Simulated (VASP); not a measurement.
Wanted: the native input for a VASP 6.6.1 run.

```
Task                   : single point
Functional             : PBE
Potentials or basis    : VASP PAW PBE potentials, release 64 (Sb, S)
Cutoff                 : 520 eV
k mesh                 : 4 × 4 × 4
Occupations            : gaussian, width 0.1 eV
Spin                   : no spin polarisation
Dipole correction      : no
Further INCAR settings : LREAL = Auto; ALGO = Normal; EDIFF = 1e-07; NBANDS = 66
```

The structure of SbS2 lies in POSCAR:

```
SbS2
1.0
   -7.0504130294      7.0504130294      7.0504130294
    7.0504130294     -7.0504130294      7.0504130294
    7.0504130294      7.0504130294     -7.0504130294
Sb S
6 12
Direct
    0.7500000000      0.2500000000      0.5000000000
    0.2500000000      0.7500000000      0.5000000000
    0.5000000000      0.2500000000      0.7500000000
    0.7500000000      0.5000000000      0.2500000000
    0.5000000000      0.7500000000      0.2500000000
    0.2500000000      0.5000000000      0.7500000000
    0.6088006116      0.2176012232      0.6088006116
    0.7823987768      0.3911993884      0.3911993884
    0.6088006116      0.0000000000      0.3911993884
    0.0000000000      0.3911993884      0.6088006116
    0.3911993884      0.0000000000      0.6088006116
    0.0000000000      0.6088006116      0.3911993884
    0.3911993884      0.7823987768      0.3911993884
    0.2176012232      0.6088006116      0.6088006116
    0.6088006116      0.3911993884      0.0000000000
    0.3911993884      0.3911993884      0.7823987768
    0.6088006116      0.6088006116      0.2176012232
    0.3911993884      0.6088006116      0.0000000000
```

These files were run (other wordings do the same):

INCAR

```
PREC     = Accurate       # precision mode
ENCUT    = 520            # plane-wave cutoff, eV
EDIFF    = 1E-7           # SCF threshold, eV
ISMEAR   = 0              # smearing method
SIGMA    = 0.1            # smearing width, eV
LREAL    = Auto         
LASPH    = True           # aspherical terms in the spheres
NELM     = 100            # most SCF steps
ALGO     = Normal         # electronic algorithm
ISIF     = 2              # what is computed and relaxed
LWAVE    = False          # write WAVECAR
LCHARG   = False          # write CHGCAR
GGA      = PE             # functional
NBANDS   = 66             # bands
```

KPOINTS

```
Automatic mesh
0
Gamma
  4 4 4
```

Potentials or basis: VASP PAW PBE potentials, release 64 (Sb, S).

The run is started by

```bash
$ cat potpaw_PBE.64/Sb/POTCAR potpaw_PBE.64/S/POTCAR > POTCAR
$ mpirun -np 1 vasp_std > vasp.out
```

Results of the run:

The pressure is 0.0 GPa and the largest force is 0.009 eV/Å. The band gap on the k mesh is zero (band 51 reaches -1.81 eV, above the bottom of band 52 at -2.15 eV).

Caveat: spin-orbit coupling is left out, which moves the levels of the heavy elements.

It took 33 min on 1 thread of AMD EPYC 7R43 64-Core Processor (Zen 3), on a shared host, peak memory 1.6 GiB.
